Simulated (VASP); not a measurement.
A run of VASP 6.6.1 is set up as follows.

File INCAR:

```
  ALGO = Normal
  EDIFF = 1E-6
  ENCUT = 520
  GGA = PE
  ISIF = 2
  ISMEAR = 0
  LASPH = T
  LCHARG = T
  LELF = T
  LREAL = F
  LVHAR = T
  LWAVE = F
  NBANDS = 36
  NELM = 60
  PREC = Accurate
  SIGMA = 0.1
```

Contents of KPOINTS:

```
k-points
0
Gamma
  6 6 4
```

File POSCAR:

```
Zr3SiF2
1.0
    4.5347320400      0.0000000000      0.0000000000
   -2.2673660200      3.9271931400      0.0000000000
    0.0000000000      0.0000000000      5.8449491500
Zr Si F
3 1 2
Direct
    0.3333333300      0.6666666700      0.5000000000
    0.6666666700      0.3333333300      0.5000000000
    0.0000000000      0.0000000000      0.5000000000
    0.0000000000      0.0000000000      0.0000000000
    0.3333333300      0.6666666700      0.0000000000
    0.6666666700      0.3333333300      0.0000000000
```

Potentials or basis: VASP PAW PBE potentials, release 64 (Zr_sv, Si, F).

Launch:

```bash
$ cat potpaw_PBE.64/Zr_sv/POTCAR potpaw_PBE.64/Si/POTCAR potpaw_PBE.64/F/POTCAR > POTCAR
$ mpirun -np 1 vasp_std > vasp.out
```

Question: Estimate the band gap on the k mesh.

Answer: Zero (band 27 reaches 7.07 eV, above the bottom of band 28 at 6.17 eV).

Question: Estimate the pressure.

Answer: 9.8 GPa.

Stress tensor (GPa, compression positive):
```
 24.31   0.00   0.00
  0.00  24.31   0.00
  0.00   0.00 -19.23
```
